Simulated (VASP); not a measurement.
# ZnSe (F-43m) in VASP: further runs

Runs on ZnSe. Level: r2SCAN. Tasks: single point.

Everything below comes from runs of VASP 6.6.1. Logs are shortened: lines on timing, memory, paths and dates and some standing lists are left out, and cuts for length are marked.

## Step 1: The cell of the first run

It takes space group F-43m (No. 216, cubic). The conventional cell has a = 5.665 Å, b = 5.665 Å, c = 5.665 Å, α = 90.00°, β = 90.00°, γ = 90.00°. Within 3.2 Å of Zn (site symmetry -43m) lie 4 Se at 2.45 Å. Within 3.2 Å of Se (site symmetry -43m) lie 4 Zn at 2.45 Å.

## Step 2: Single point, r2SCAN

The input, POSCAR:

```
ZnSe
1.0
    0.0000000000      2.8324425400      2.8324425400
    2.8324425400      0.0000000000      2.8324425400
    2.8324425400      2.8324425400      0.0000000000
Zn Se
1 1
Direct
    0.0000000000      0.0000000000      0.0000000000
    0.2500000000      0.2500000000      0.2500000000
```

The input, INCAR.step1:

```
ALGO = Normal ; EDIFF = 1E-4
ENCUT = 520 ; GGA = PE
ISMEAR = 0 ; LASPH = True
LCHARG = False ; LREAL = False
LWAVE = True ; NBANDS = 16
NELM = 80 ; PREC = Accurate
SIGMA = 0.1
```

The input, INCAR.step2:

```
ALGO = Normal ; EDIFF = 1E-6
ENCUT = 520 ; ISIF = 2
ISMEAR = 0 ; ISTART = 1
LASPH = True ; LCHARG = True
LELF = True ; LMIXTAU = True
LREAL = False ; LVHAR = True
LWAVE = False ; METAGGA = R2SCAN
NBANDS = 16 ; NELM = 80
PREC = Accurate ; SIGMA = 0.1
```

The input, KPOINTS:

```
k-points
0
Gamma
  6 6 6
```

Potentials or basis: VASP PAW PBE potentials, release 64 (Zn, Se).

Launch:

```console
$ cat potpaw_PBE.64/Zn/POTCAR potpaw_PBE.64/Se/POTCAR > POTCAR
$ cp INCAR.step1 INCAR
$ mpirun -np 1 vasp_std > vasp.out
$ cp INCAR.step2 INCAR
$ mpirun -np 1 vasp_std > vasp.out
```

OUTCAR:

```text
EDIFF = 1E-6
   ENCUT = 520
   ISIF = 2
   ISMEAR = 0
   ISTART = 1
   LASPH = True
   LREAL = False
   METAGGA = R2SCAN
   NELM = 80
   PREC = Accurate

 ion  position               nearest neighbor table
   1  0.000  0.000  0.000-   2 2.45   2 2.45   2 2.45   2 2.45
   2  0.250  0.250  0.250-   1 2.45   1 2.45   1 2.45   1 2.45

  LATTYP: Found a face centered cubic cell.
 ALAT       =     5.6648850800

  Lattice vectors:

 A1 = (   0.0000000000,   2.8324425400,   2.8324425400)
 A2 = (   2.8324425400,   0.0000000000,   2.8324425400)
 A3 = (   2.8324425400,   2.8324425400,   0.0000000000)

Analysis of symmetry for initial positions (statically):
=====================================================================
 Subroutine PRICEL returns:
 Original cell was already a primitive cell.

 Routine SETGRP: Setting up the symmetry group for a
 face centered cubic supercell.

 Subroutine GETGRP returns: Found 24 space group operations
 (whereof 24 operations were pure point group operations)
 out of a pool of 48 trial point group operations.

The static configuration has the point symmetry T_d .

Analysis of symmetry for dynamics (positions and initial velocities):
=====================================================================
 Subroutine PRICEL returns:
 Original cell was already a primitive cell.

 Routine SETGRP: Setting up the symmetry group for a
 face centered cubic supercell.

 Subroutine GETGRP returns: Found 24 space group operations
 (whereof 24 operations were pure point group operations)
 out of a pool of 48 trial point group operations.

The dynamic configuration has the point symmetry T_d .

 Subroutine INISYM returns: Found 24 space group operations
 (whereof 24 operations are pure point group operations),
 and found     1 'primitive' translations

----------------------------------------------------------------------------------------

                                     Primitive cell

  volume of cell :      45.4478

  direct lattice vectors                    reciprocal lattice vectors
     0.000000000  2.832442540  2.832442540    -0.176526088  0.176526088  0.176526088
     2.832442540  0.000000000  2.832442540     0.176526088 -0.176526088  0.176526088
     2.832442540  2.832442540  0.000000000     0.176526088  0.176526088 -0.176526088

  length of vectors
     4.005678655  4.005678655  4.005678655     0.305752153  0.305752153  0.305752153

  position of ions in fractional coordinates (direct lattice)
     0.000000000  0.000000000  0.000000000
     0.250000000  0.250000000  0.250000000

  ion indices of the primitive-cell ions
   primitive index   ion index
                 1           1
                 2           2

----------------------------------------------------------------------------------------

 KPOINTS: k-points

Automatic generation of k-mesh.
 Grid dimensions read from file:
 generate k-points for:    6    6    6

 Generating k-lattice:

  Cartesian coordinates                     Fractional coordinates (reciprocal lattice)
    -0.029421015  0.029421015  0.029421015     0.166666667  0.000000000  0.000000000
     0.029421015 -0.029421015  0.029421015     0.000000000  0.166666667  0.000000000
     0.029421015  0.029421015 -0.029421015     0.000000000  0.000000000  0.166666667

  Length of vectors
     0.050958692  0.050958692  0.050958692

  Shift w.r.t. Gamma in fractional coordinates (k-lattice)
     0.000000000  0.000000000  0.000000000

 Subroutine IBZKPT returns following result:
 ===========================================

 Found     16 irreducible k-points:

 Following reciprocal coordinates:
            Coordinates               Weight
  0.000000  0.000000  0.000000      1.000000
  0.166667  0.000000  0.000000      8.000000
  0.333333  0.000000  0.000000      8.000000
  0.500000  0.000000  0.000000      4.000000
  0.166667  0.166667  0.000000      6.000000
  0.333333  0.166667  0.000000     24.000000
[... 8 lines left out ...]
 -0.333333  0.333333  0.166667     24.000000
 -0.333333  0.500000  0.166667     12.000000
   k-points           NKPTS =     16   k-points in BZ     NKDIM =     16   number of bands    NBANDS=     16
   number of dos      NEDOS =    301   number of ions     NIONS =      2
   total plane-waves  NPLWV =  27000
   dimension x,y,z NGX =    30 NGY =   30 NGZ =   30
   dimension x,y,z NGXF=    60 NGYF=   60 NGZF=   60
   ions per type =               1   1
   NGX,Y,Z   is equivalent  to a cutoff of  12.45, 12.45, 12.45 a.u.
   NGXF,Y,Z  is equivalent  to a cutoff of  24.90, 24.90, 24.90 a.u.
 SYSTEM =  unknown system
   PREC   = accura    normal or accurate (medium, high low for compatibility)
   ISTART =      1    job   : 0-new  1-cont  2-samecut
   ICHARG =      0    charge: 1-file 2-atom 10-const
   ISPIN  =      1    spin polarized calculation?
   LNONCOLLINEAR =      F non collinear calculations
   LSORBIT =      F    spin-orbit coupling
   LASPH  =      T    aspherical Exc in radial PAW
   ENCUT  =  520.0 eV  38.22 Ry    6.18 a.u.   7.45  7.45  7.45*2*pi/ulx,y,z
   NELM   =     80;   NELMIN=  2; NELMDL=  0     # of ELM steps
   EDIFF  = 0.1E-05   stopping-criterion for ELM
   LREAL  =      F    real-space projection
   EDIFFG = 0.1E-04   stopping-criterion for IOM
   NSW    =      0    number of steps for IOM
   IBRION =     -1    ionic relax: 0-MD 1-quasi-New 2-CG
   NFREE  =      0    steps in history (QN), initial steepest desc. (CG)
   ISIF   =      2    stress and relaxation
   ISYM   =      2    0-nonsym 1-usesym 2-fastsym
   POTIM  = 0.5000    time-step for ionic-motion
   TEBEG  =    0.0;   TEEND  =   0.0 temperature during run
   PSTRESS=    0.0 pullay stress
   NELECT =      18.0000    total number of electrons
   NUPDOWN=      -1.0000    fix difference up-down
   EMIN   =  10.00;   EMAX   =-10.00  energy-range for DOS
   EFERMI =   0.00;   METHOD = LEGACY
   ISMEAR =     0;   SIGMA  =   0.10  broadening in eV -4-tet -1-fermi 0-gaus
   EFERMI_NEDOS =   21; number of points for ismear=-14 and -15
   IALGO  =     38    algorithm
   IMIX   =      4    mixing-type and parameters
     AMIX     =   0.40;   BMIX     =  1.00
     AMIX_MAG =   1.60;   BMIX_MAG =  1.00
  volume/ion in A,a.u.               =      22.72       153.35
  Fermi-wavevector in a.u.,A,eV,Ry     =   1.202249  2.271922 19.665909  1.445404
  Thomas-Fermi vector in A             =   2.338036
   LORBIT       =      0    0 simple, 1 ext, 2 COOP (PROOUT), +10 PAW based schemes
   METAGGA = R2SCAN    functional components
   LHFCALC =     F    Hartree Fock is set to
   AEXX    =    0.0000 exact exchange contribution
   IVDW    =     0    specifies the selected vdW correction
   LEPSILON=     F    determine dielectric tensor
   LRPA    =     F    only Hartree local field effects (RPA)
 non-spin polarized calculation
 Gauss-broadening in eV      SIGMA  =   0.10
  energy-cutoff  :      520.00
  volume of cell :       45.45
 maximum number of plane-waves:      1243
 NGX is ok and might be reduce to    30
   NGX = 15   NGY = 15   NGZ = 15

 number of electron      18.0000011 magnetization

 Free energy of the ion-electron system (eV)
  ---------------------------------------------------
  ext. energy  EPLUGINS =         0.00000000
  ---------------------------------------------------
  free energy    TOTEN  =       -24.90526164 eV

  energy without entropy =      -24.90526164  energy(sigma->0) =      -24.90526164

 E-fermi :   1.7707     XC(G=0):  -9.9259

 val. band max:        1.3131654947   @ k =   0.0000   0.0000   0.0000
 cond. band min:       3.1854246046   @ k =   0.0000   0.0000   0.0000
 fundamental gap:      1.8722591098
 Fermi energy:         1.7707139837

 k-point     1 :       0.0000    0.0000    0.0000
  band No.  band energies     occupation
      1     -12.4093      2.00000
      2      -5.3882      2.00000
      3      -5.3882      2.00000
      4      -5.3882      2.00000
      5      -4.9799      2.00000
      6      -4.9799      2.00000
[... 8 lines left out ...]
     15      13.3426      0.00000
     16      13.3426      0.00000

 k-point     2 :       0.1667    0.0000    0.0000
  band No.  band energies     occupation
      1     -12.2285      2.00000
      2      -5.3678      2.00000
      3      -5.3600      2.00000
      4      -5.3600      2.00000
      5      -4.9816      2.00000
      6      -4.9816      2.00000
[... 8 lines left out ...]
     15      12.3267      0.00000
     16      12.9990      0.00000

 k-point     3 :       0.3333    0.0000    0.0000
  band No.  band energies     occupation
      1     -11.8229      2.00000
      2      -5.3113      2.00000
      3      -5.3112      2.00000
      4      -5.2006      2.00000
      5      -4.9738      2.00000
      6      -4.9737      2.00000
[... 8 lines left out ...]
     15      12.9742      0.00000
     16      12.9743      0.00000

 k-point     4 :       0.5000    0.0000    0.0000
  band No.  band energies     occupation
      1     -11.5915      2.00000
      2      -5.2926      2.00000
      3      -5.2925      2.00000
      4      -4.9624      2.00000
      5      -4.9623      2.00000
      6      -4.8237      2.00000
[... 8 lines left out ...]
     15      15.1333      0.00000
     16      15.1333      0.00000

 k-point     5 :       0.1667    0.1667    0.0000
  band No.  band energies     occupation
      1     -12.1680      2.00000
      2      -5.3959      2.00000
      3      -5.3331      2.00000
      4      -5.3330      2.00000
      5      -4.9983      2.00000
      6      -4.9673      2.00000
[... 8 lines left out ...]
     15      13.7514      0.00000
     16      14.0700      0.00000

 k-point     6 :       0.3333    0.1667    0.0000
  band No.  band energies     occupation
      1     -11.8334      2.00000
      2      -5.3447      2.00000
      3      -5.2762      2.00000
      4      -5.2505      2.00000
      5      -4.9923      2.00000
      6      -4.9571      2.00000
[... 8 lines left out ...]
     15      14.1484      0.00000
     16      14.5479      0.00000

 k-point     7 :       0.5000    0.1667    0.0000
  band No.  band energies     occupation
      1     -11.5285      2.00000
      2      -5.2890      2.00000
      3      -5.2508      2.00000
      4      -5.0363      2.00000
      5      -4.9583      2.00000
      6      -4.8464      2.00000
[... 8 lines left out ...]
     15      14.8570      0.00000
     16      15.1712      0.00000

 k-point     8 :      -0.3333    0.1667    0.0000
  band No.  band energies     occupation
      1     -11.6063      2.00000
      2      -5.2835      2.00000
      3      -5.2716      2.00000
      4      -5.0652      2.00000
      5      -4.9840      2.00000
      6      -4.9293      2.00000
[... 8 lines left out ...]
     15      13.7273      0.00000
     16      15.2219      0.00000

 k-point     9 :      -0.1667    0.1667    0.0000
  band No.  band energies     occupation
      1     -11.9693      2.00000
      2      -5.3257      2.00000
      3      -5.3203      2.00000
      4      -5.3037      2.00000
      5      -4.9950      2.00000
      6      -4.9643      2.00000
[... 8 lines left out ...]
     15      13.2060      0.00000
     16      14.7283      0.00000

 k-point    10 :       0.3333    0.3333    0.0000
  band No.  band energies     occupation
      1     -11.6245      2.00000
      2      -5.3651      2.00000
      3      -5.2009      2.00000
      4      -5.2009      2.00000
      5      -4.9788      2.00000
      6      -4.9422      2.00000
[... 8 lines left out ...]
     15      14.8958      0.00000
     16      17.3528      0.00000

 k-point    11 :       0.5000    0.3333    0.0000
  band No.  band energies     occupation
      1     -11.3897      2.00000
      2      -5.3027      2.00000
      3      -5.1634      2.00000
      4      -5.1197      2.00000
      5      -4.9437      2.00000
      6      -4.8268      2.00000
[... 8 lines left out ...]
     15      15.4951      0.00000
     16      16.3771      0.00000

 k-point    12 :      -0.3333    0.3333    0.0000
  band No.  band energies     occupation
      1     -11.3827      2.00000
      2      -5.2749      2.00000
      3      -5.1967      2.00000
      4      -5.0263      2.00000
      5      -4.9718      2.00000
      6      -4.7521      2.00000
[... 8 lines left out ...]
     15      13.0729      0.00000
     16      17.7109      0.00000

 k-point    13 :       0.5000    0.5000    0.0000
  band No.  band energies     occupation
      1     -11.3130      2.00000
      2      -5.3304      2.00000
      3      -5.1203      2.00000
      4      -5.1203      2.00000
      5      -4.9296      2.00000
      6      -4.7997      2.00000
[... 8 lines left out ...]
     15      15.9094      0.00000
     16      16.4325      0.00000

 k-point    14 :       0.5000    0.3333    0.1667
  band No.  band energies     occupation
      1     -11.5409      2.00000
      2      -5.2831      2.00000
      3      -5.2372      2.00000
      4      -5.1262      2.00000
      5      -4.9631      2.00000
      6      -4.9170      2.00000
[... 8 lines left out ...]
     15      14.9677      0.00000
     16      16.4066      0.00000

 k-point    15 :      -0.3333    0.3333    0.1667
  band No.  band energies     occupation
      1     -11.3827      2.00000
      2      -5.2622      2.00000
      3      -5.2069      2.00000
      4      -5.0203      2.00000
      5      -4.9873      2.00000
      6      -4.7374      2.00000
[... 8 lines left out ...]
     15      15.1530      0.00000
     16      16.0786      0.00000

 k-point    16 :      -0.3333    0.5000    0.1667
  band No.  band energies     occupation
      1     -11.3092      2.00000
      2      -5.2717      2.00000
      3      -5.1554      2.00000
      4      -5.0730      2.00000
      5      -4.9656      2.00000
      6      -4.7081      2.00000
[... 8 lines left out ...]
     15      15.7743      0.00000
     16      16.3096      0.00000

------------------------ aborting loop because EDIFF is reached ----------------------------------------

  FORCE on cell =-STRESS in cart. coord.  units (eV):
  Direction    XX          YY          ZZ          XY          YZ          ZX
  --------------------------------------------------------------------------------------
  -------------------------------------------------------------------------------------
  Total        0.0405117      0.0405117      0.0405117      0.0000000      0.0000000      0.0000000
  in kB        1.4281638      1.4281638      1.4281638      0.0000000      0.0000000      0.0000000
  external PRESSURE =       1.4281638 kB  Pullay stress =       0.0000000 kB

 VOLUME and BASIS-vectors are now :
 -----------------------------------------------------------------------------
  energy-cutoff  :      520.00
  volume of cell :       45.45
      direct lattice vectors                 reciprocal lattice vectors
     0.000000000  2.832442540  2.832442540    -0.176526088  0.176526088  0.176526088
     2.832442540  0.000000000  2.832442540     0.176526088 -0.176526088  0.176526088
     2.832442540  2.832442540  0.000000000     0.176526088  0.176526088 -0.176526088

 POSITION                                       TOTAL-FORCE (eV/Angst)
 -----------------------------------------------------------------------------------
      0.00000      0.00000      0.00000         0.000000      0.000000      0.000000
      1.41622      1.41622      1.41622        -0.000000     -0.000000     -0.000000
 -----------------------------------------------------------------------------------
    total drift:                                0.000022      0.000022      0.000022

  FREE ENERGIE OF THE ION-ELECTRON SYSTEM (eV)
  ---------------------------------------------------
  free  energy   TOTEN  =       -24.9052616369 eV

  energy  without entropy=      -24.9052616369  energy(sigma->0) =      -24.90526164
```

Wall time 3.6 min (1 thread of AMD EPYC, shared host); peak memory 0.14 GiB.

What came out:

- Free energy: -24.9053 eV
- Pressure: 0.1 GPa
- Band gap on the k mesh: 1.87 eV

Caveat: the PAW data sets were made with another functional, which shifts forces and pressure a little.

## Step 3: Single point, r2SCAN

POSCAR is that of step 2.

The input, INCAR.step1:

```
  ALGO = Normal
  EDIFF = 1E-4
  ENCUT = 520
  GGA = PE
  ISMEAR = 0
  LASPH = True
  LCHARG = False
  LREAL = False
  LWAVE = True
  NBANDS = 16
  NELM = 80
  PREC = Accurate
  SIGMA = 0.01
```

The input, INCAR.step2:

```
  ALGO = Normal
  EDIFF = 1E-7
  ENCUT = 520
  ISIF = 2
  ISMEAR = 0
  ISTART = 1
  LASPH = True
  LCHARG = True
  LELF = True
  LMIXTAU = True
  LREAL = False
  LVHAR = True
  LWAVE = False
  METAGGA = R2SCAN
  NBANDS = 16
  NELM = 80
  PREC = Accurate
  SIGMA = 0.01
```

The input, KPOINTS:

```
k-points
0
Gamma
  8 8 8
```

Potentials or basis: VASP PAW PBE potentials, release 64 (Zn, Se).

Launch:

```console
$ cat potpaw_PBE.64/Zn/POTCAR potpaw_PBE.64/Se/POTCAR > POTCAR
$ cp INCAR.step1 INCAR
$ mpirun -np 1 vasp_std > vasp.out
$ cp INCAR.step2 INCAR
$ mpirun -np 1 vasp_std > vasp.out
```

Wall time 7.6 min (1 thread of AMD EPYC, shared host); peak memory 0.15 GiB.

The run converged. Its results:

```yaml
Free_energy: -24.9092 eV
Pressure: 0.1 GPa
Band_gap_on_the_k_mesh: 1.87 eV
```

Levels at points of the mesh, in eV from the valence-band top:
```
           k point  band 5  band 6  band 7  band 8  band 9  band 10  band 11  band 12  band 13  band 14
(0.00, 0.00, 0.00)   -6.29   -6.29    0.00    0.00    0.00     1.87     6.32     6.32     6.32    10.60
(0.50, 0.00, 0.00)   -6.27   -6.13   -5.31   -0.89   -0.89     3.06     6.86     6.86     9.08    11.71
(0.50, 0.50, 0.00)   -6.24   -6.11   -4.80   -2.24   -2.24     3.33     3.87    11.52    12.08    12.08
```

Caveat: the PAW data sets were made with another functional, which shifts forces and pressure a little.
